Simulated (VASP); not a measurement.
# Co (P6_3/mmc) in VASP: a series of runs

Co is run at these levels: PBE; tasks: single point.

Everything below comes from runs of VASP 6.6.1. Logs are shortened: lines on timing, memory, paths and dates and some standing lists are left out, and cuts for length are marked.

## Step 1: The cell of the first run

Symmetry: P6_3/mmc, No. 194, hexagonal system. Conventional cell: a = 2.526 Å, b = 2.526 Å, c = 4.086 Å, α = 90.00°, β = 90.00°, γ = 120.00°. Within 3.3 Å of Co (site symmetry -6m2) lie 12 Co at 2.51 to 2.53 Å.

## Step 2: Single point, PBE, collinear spin, ferromagnetic start (volume scaled by 1.040)

Contents of INCAR:

```
SYSTEM = Co
PREC     = Accurate       ! precision mode
ENCUT    = 520            ! plane-wave cutoff, eV
EDIFF    = 1E-6           ! SCF threshold, eV
ISMEAR   = 0              ! smearing method
SIGMA    = 0.05           ! smearing width, eV
LREAL    = .False.        ! projectors in reciprocal space
LASPH    = .True.         ! aspherical terms in the spheres
NELM     = 150            ! most SCF steps
ALGO     = Fast           ! electronic algorithm
ISIF     = 2              ! what is computed and relaxed
LWAVE    = .False.        ! write WAVECAR
LCHARG   = .False.        ! write CHGCAR
ISPIN    = 2              ! spin polarisation
MAGMOM   = 1.86 1.86      ! initial moments
LORBIT   = 11             ! projections on sites
LMAXMIX  = 4              ! l up to which the mixer works
GGA      = PE             ! functional
NBANDS   = 20             ! bands
```

Contents of KPOINTS:

```
regular mesh
0
Gamma
  20 20 12
  0 0 0
```

Contents of POSCAR:

```
Co
1.0
    2.5256209125      0.0000000000      0.0000000000
   -1.2628104563      2.1872518705      0.0000000000
    0.0000000000      0.0000000000      4.0860603015
Co
2
Direct
    0.3333333333      0.6666666667      0.2500000000
    0.6666666667      0.3333333333      0.7500000000
```

Potentials or basis: VASP PAW PBE potentials, release 64 (Co).

Started as:

```console
> cat potpaw_PBE.64/Co/POTCAR > POTCAR
> mpirun -np 1 vasp_std > vasp.out
```

OUTCAR:

```text
SYSTEM = Co
   PREC = Accurate
   ENCUT = 520
   EDIFF = 1E-6
   ISMEAR = 0
   LREAL = .False.
   LASPH = .True.
   NELM = 150
   ISIF = 2
   ISPIN = 2
   LORBIT = 11
   GGA = PE

 ion  position               nearest neighbor table
   1  0.333  0.667  0.250-   2 2.51   2 2.51   2 2.51   2 2.51   2 2.51   2 2.51
   2  0.667  0.333  0.750-   1 2.51   1 2.51   1 2.51   1 2.51   1 2.51   1 2.51

  LATTYP: Found a hexagonal cell.
 ALAT       =     2.5256209125
 C/A-ratio  =     1.6178438661

  Lattice vectors:

 A1 = (   2.5256209125,   0.0000000000,   0.0000000000)
 A2 = (  -1.2628104563,   2.1872518705,   0.0000000000)
 A3 = (   0.0000000000,   0.0000000000,   4.0860603015)

Analysis of symmetry for initial positions (statically):
=====================================================================
 Subroutine PRICEL returns:
 Original cell was already a primitive cell.

 Routine SETGRP: Setting up the symmetry group for a
 hexagonal supercell.

 Subroutine GETGRP returns: Found 24 space group operations
 (whereof 12 operations were pure point group operations)
 out of a pool of 24 trial point group operations.

The static configuration has the point symmetry D_3d.
 The point group associated with its full space group is D_6h.

Analysis of symmetry for dynamics (positions and initial velocities):
=====================================================================
 Subroutine PRICEL returns:
 Original cell was already a primitive cell.

 Routine SETGRP: Setting up the symmetry group for a
 hexagonal supercell.

 Subroutine GETGRP returns: Found 24 space group operations
 (whereof 12 operations were pure point group operations)
 out of a pool of 24 trial point group operations.

The dynamic configuration has the point symmetry D_3d.
 The point group associated with its full space group is D_6h.

Analysis of structural, dynamic, and magnetic symmetry:
=====================================================================
 Subroutine PRICEL returns:
 Original cell was already a primitive cell.

 Routine SETGRP: Setting up the symmetry group for a
 hexagonal supercell.

 Subroutine GETGRP returns: Found 24 space group operations
 (whereof 12 operations were pure point group operations)
 out of a pool of 24 trial point group operations.

The overall configuration has the point symmetry D_3d.
 The point group associated with its full space group is D_6h.

 Subroutine INISYM returns: Found 24 space group operations
 (whereof 12 operations are pure point group operations),
 and found     1 'primitive' translations
[... 117 lines left out ...]
  Fermi-wavevector in a.u.,A,eV,Ry     =   1.518128  2.868846 31.357523  2.304713
  Thomas-Fermi vector in A             =   2.627291
   LORBIT       =     11    0 simple, 1 ext, 2 COOP (PROOUT), +10 PAW based schemes
   GGA     = PE    functional components
   LHFCALC =     F    Hartree Fock is set to
   AEXX    =    0.0000 exact exchange contribution
   IVDW    =     0    specifies the selected vdW correction
   LEPSILON=     F    determine dielectric tensor
   LRPA    =     F    only Hartree local field effects (RPA)
 spin polarized calculation
 RMM-DIIS sequential band-by-band and
 Gauss-broadening in eV      SIGMA  =   0.05
  energy-cutoff  :      520.00
  volume of cell :       22.57
 maximum number of plane-waves:       628
 NGX is ok and might be reduce to    20

 number of electron      18.0000005 magnetization       3.2392126

 Free energy of the ion-electron system (eV)
  ---------------------------------------------------
  ext. energy  EPLUGINS =         0.00000000
  ---------------------------------------------------
  free energy    TOTEN  =       -14.04770711 eV

  energy without entropy =      -14.04509062  energy(sigma->0) =      -14.04639887

 E-fermi :   9.7113     XC(G=0): -13.1732

 val. band max:        9.7098859106   @ k =   0.2500   0.2500   0.4167
 cond. band min:       9.7127583117   @ k =   0.3500   0.1000   0.5000
 fundamental gap:      0.0028724011
 Fermi energy:         9.7112907273

 spin component 1

 k-point     1 :       0.0000    0.0000    0.0000
  band No.  band energies     occupation
      1       1.0349      1.00000
      2       4.7649      1.00000
      3       7.1541      1.00000
      4       7.1775      1.00000
      5       7.1775      1.00000
      6       7.4682      1.00000
[... 541 lines left out ...]
     19      33.3007      0.00000
     20      34.2244      0.00000

 [... further k-points ...]

 spin component 2

 k-point     1 :       0.0000    0.0000    0.0000
  band No.  band energies     occupation
      1       1.0153      1.00000
      2       5.7096      1.00000
      3       8.7947      1.00000
      4       8.8251      1.00000
      5       8.8251      1.00000
      6       9.1684      1.00000
[... 541 lines left out ...]
     19      33.5970      0.00000
     20      34.5663      0.00000

 [... further k-points ...]

------------------------ aborting loop because EDIFF is reached ----------------------------------------

  FORCE on cell =-STRESS in cart. coord.  units (eV):
  Direction    XX          YY          ZZ          XY          YZ          ZX
  --------------------------------------------------------------------------------------
  -------------------------------------------------------------------------------------
  Total       -1.1566397     -1.1566397     -1.1780967      0.0000000      0.0000000      0.0000000
  in kB      -82.0988239    -82.0988239    -83.6218560      0.0000000      0.0000000      0.0000000
  external PRESSURE =     -82.6065013 kB  Pullay stress =       0.0000000 kB

 VOLUME and BASIS-vectors are now :
 -----------------------------------------------------------------------------
  energy-cutoff  :      520.00
  volume of cell :       22.57
      direct lattice vectors                 reciprocal lattice vectors
     2.525620912  0.000000000  0.000000000     0.395942239  0.228597359  0.000000000
    -1.262810456  2.187251870  0.000000000     0.000000000  0.457194717  0.000000000
     0.000000000  0.000000000  4.086060301     0.000000000  0.000000000  0.244734518

 POSITION                                       TOTAL-FORCE (eV/Angst)
 -----------------------------------------------------------------------------------
     -0.00000      1.45817      1.02152        -0.000000      0.000000      0.000000
      1.26281      0.72908      3.06455         0.000000     -0.000000      0.000000
 -----------------------------------------------------------------------------------
    total drift:                               -0.000000      0.000000     -0.000000

  FREE ENERGIE OF THE ION-ELECTRON SYSTEM (eV)
  ---------------------------------------------------
  free  energy   TOTEN  =       -14.0477071144 eV

  energy  without entropy=      -14.0450906222  energy(sigma->0) =      -14.04639887

 total charge

# of ion       s       p       d       tot
------------------------------------------
    1        0.472   0.487   7.240   8.199
    2        0.472   0.487   7.240   8.199
--------------------------------------------------
tot          0.944   0.974  14.481  16.398

 magnetization (x)

# of ion       s       p       d       tot
------------------------------------------
    1       -0.015  -0.054   1.717   1.648
    2       -0.015  -0.054   1.717   1.648
--------------------------------------------------
tot         -0.030  -0.108   3.434   3.296
```

It took 3.6 min on 1 thread of Intel Xeon Platinum 8375C at 2.90GHz (Ice Lake), shared host; peak memory 0.29 GiB.

Results:

```
Free energy                                           : -14.0477 eV
Pressure                                              : -8.3 GPa
Net moment                                            : 3.24 μB per cell
Site moments                                          : Co +1.65 μB
Valence electrons inside the program's atomic spheres : Co 8.20
```

Caveat: the cell differs from its parent crystal (volume scaled by 1.040).

## Step 3: Single point, PBE, collinear spin, ferromagnetic start

This run uses another cell than the first one: it holds 4 atoms, not 2.

Contents of INCAR:

```
PREC = Accurate
ENCUT = 520
EDIFF = 1E-6
ISMEAR = 0
SIGMA = 0.05
LREAL = F
LASPH = T
NELM = 150
ALGO = Normal
ISIF = 2
LWAVE = F
LCHARG = F
ISPIN = 2
MAGMOM = 1.5 1.5 1.5 1.5
LORBIT = 11
LMAXMIX = 4
GGA = PE
NBANDS = 30
```

Contents of KPOINTS:

```
regular mesh
0
Gamma
  16 16 4
```

Contents of POSCAR:

```
Co
1.0
    2.4937131675      0.0000000000      0.0000000000
   -1.2468565838      2.1596189528      0.0000000000
    0.0000000000      0.0000000000      8.0601803757
Co
4
Direct
    0.3333333333      0.6666666667      0.1250000000
    0.6666666667      0.3333333333      0.3750000000
    0.3333333333      0.6666666667      0.6250000000
    0.6666666667      0.3333333333      0.8750000000
```

Potentials or basis: VASP PAW PBE potentials, release 64 (Co).

Started as:

```console
> cat potpaw_PBE.64/Co/POTCAR > POTCAR
> mpirun -np 1 vasp_std > vasp.out
```

Wall time 3.7 min (1 thread of Intel Xeon Platinum 8375C at 2.90GHz (Ice Lake), shared host); peak memory 0.28 GiB.

The run converged. Its results:

```
Free energy                                           : -28.1456 eV
Pressure                                              : -1.1 GPa
Net moment                                            : 6.30 μB per cell
Site moments                                          : Co +1.60 μB
Valence electrons inside the program's atomic spheres : Co 8.27
```

Stress tensor (GPa, compression positive):
```
-1.21  0.00  0.00
 0.00 -1.21  0.00
 0.00  0.00 -0.96
```

Levels at points of the mesh, in eV from the Fermi level:
Spin up:
```tsv
k point	band 17	band 18	band 19	band 20	band 21	band 22	band 23	band 24	band 25	band 26
(0.00, 0.00, 0.00)	-1.93	-1.14	-1.14	-1.14	-1.14	-0.83	-0.83	-0.07	6.36	15.04
(0.50, 0.00, 0.00)	-0.61	-0.60	-0.60	-0.55	1.30	1.60	1.60	3.31	7.25	7.25
(0.00, 0.00, 0.50)	-1.61	-1.61	-1.61	-1.61	-0.88	-0.88	-0.88	-0.88	9.42	9.42
(0.50, 0.00, 0.50)	-0.64	-0.64	-0.56	-0.56	0.92	0.92	2.92	2.92	8.15	8.15
```
Spin down:
| k point | band 10 | band 11 | band 12 | band 13 | band 14 | band 15 | band 16 | band 17 | band 18 | band 19 |
| --- | --- | --- | --- | --- | --- | --- | --- | --- | --- | --- |
| (0.00, 0.00, 0.00) | -1.05 | -1.00 | -0.98 | -0.98 | -0.62 | -0.62 | -0.19 | -0.19 | -0.15 | 0.69 |
| (0.50, 0.00, 0.00) | -1.04 | -0.64 | -0.08 | -0.08 | 0.23 | 0.23 | 1.15 | 1.25 | 1.25 | 1.29 |
| (0.00, 0.00, 0.50) | -1.09 | -1.09 | -1.09 | -0.79 | -0.79 | -0.79 | -0.79 | 0.16 | 0.16 | 0.16 |
| (0.50, 0.00, 0.50) | -0.84 | -0.68 | -0.68 | 0.26 | 0.26 | 0.82 | 0.82 | 1.21 | 1.21 | 1.29 |

## Step 4: Single point, PBE, collinear spin, ferromagnetic start

This run uses another cell than the first one, of 10.85 Å³/atom, 0.962 times its volume.

Contents of INCAR:

```
SYSTEM = Co
PREC = Accurate ; ENCUT = 520
EDIFF = 1E-6 ; ISMEAR = 0
SIGMA = 0.05 ; LREAL = .False.
LASPH = .True. ; NELM = 150
ALGO = Normal ; ISIF = 2
LWAVE = .False. ; LCHARG = .True.
ISPIN = 2 ; MAGMOM = 1.5 1.5
LORBIT = 11 ; LMAXMIX = 4
GGA = PE ; LELF = .True.
LVHAR = .True. ; NBANDS = 20
```

Contents of KPOINTS:

```
Automatic mesh
0
Gamma
  20 20 12
  0 0 0
```

Contents of POSCAR:

```
Co
1.0
    2.4937131675      0.0000000000      0.0000000000
   -1.2468565838      2.1596189528      0.0000000000
    0.0000000000      0.0000000000      4.0300901878
Co
2
Direct
    0.3333333333      0.6666666667      0.2500000000
    0.6666666667      0.3333333333      0.7500000000
```

Started as:

```console
> cat potpaw_PBE.64/Co/POTCAR > POTCAR
> mpirun -np 1 vasp_std > vasp.out
```

Wall time 7.6 min (1 thread of Oxide Virtual Turin-like, shared host); peak memory 0.25 GiB.

It converged, with:

| Property | Result |
| --- | --- |
| Free energy | -14.0730 eV |
| Pressure | -0.8 GPa |
| Net moment | 3.19 μB per cell |
| Site moments | Co +1.62 μB |
| Valence electrons inside the program's atomic spheres | Co 8.27 |

Stress tensor (GPa, compression positive):
```
-0.71  0.00  0.00
 0.00 -0.71  0.00
 0.00  0.00 -0.89
```

Levels at points of the mesh, in eV from the Fermi level:
Spin up:
```
           k point  band 8  band 9  band 10  band 11  band 12  band 13  band 14  band 15
(0.00, 0.00, 0.00)   -1.92   -1.92    -0.82    -0.82    -0.06     6.37    21.97    24.53
(0.50, 0.00, 0.00)   -0.69   -0.59    -0.54     1.31     3.32     9.70    10.35    12.75
(0.00, 0.00, 0.50)   -2.64   -1.13    -1.13    -1.13    -1.13    15.05    15.05    22.70
(0.50, 0.00, 0.50)   -1.05   -0.60    -0.60     1.61     1.61     7.27     7.27    18.34
```
Spin down:
```csv
k point,band 3,band 4,band 5,band 6,band 7,band 8,band 9,band 10,band 11,band 12
"(0.00, 0.00, 0.00)",-0.97,-0.95,-0.95,-0.58,-0.58,-0.17,-0.17,-0.13,1.05,1.05
"(0.50, 0.00, 0.00)",-3.23,-1.85,-1.11,-1.02,-0.61,1.18,1.31,1.35,2.54,4.29
"(0.00, 0.00, 0.50)",-1.52,-1.52,-1.02,-1.02,-1.02,-1.02,0.72,0.72,0.72,0.72
"(0.50, 0.00, 0.50)",-2.36,-2.36,-0.05,-0.05,0.25,0.25,1.28,1.28,2.21,2.21
```

## Step 5: The runs side by side

```csv
cell,k mesh,gap on the mesh (eV),pressure (GPa),moment (μB)
"a = 2.526, b = 2.526, c = 4.086 Å, angles 90.0, 90.0, 120.0°, 2 atoms",20 × 20 × 12,none,-8.3,3.24
"a = 2.494, b = 2.494, c = 8.060 Å, angles 90.0, 90.0, 120.0°, 4 atoms",16 × 16 × 4,none,-1.1,6.30
"a = 2.494, b = 2.494, c = 4.030 Å, angles 90.0, 90.0, 120.0°, 2 atoms",20 × 20 × 12,none,-0.8,3.19
```

Alike in all rows: task single point; level PBE; potentials or basis VASP PAW PBE potentials, release 64 (Co); spin collinear, ferromagnetic start; cutoff (eV) 520; smearing gaussian 0.05 eV.

Absolute energies hang on the potentials; compare differences alone.
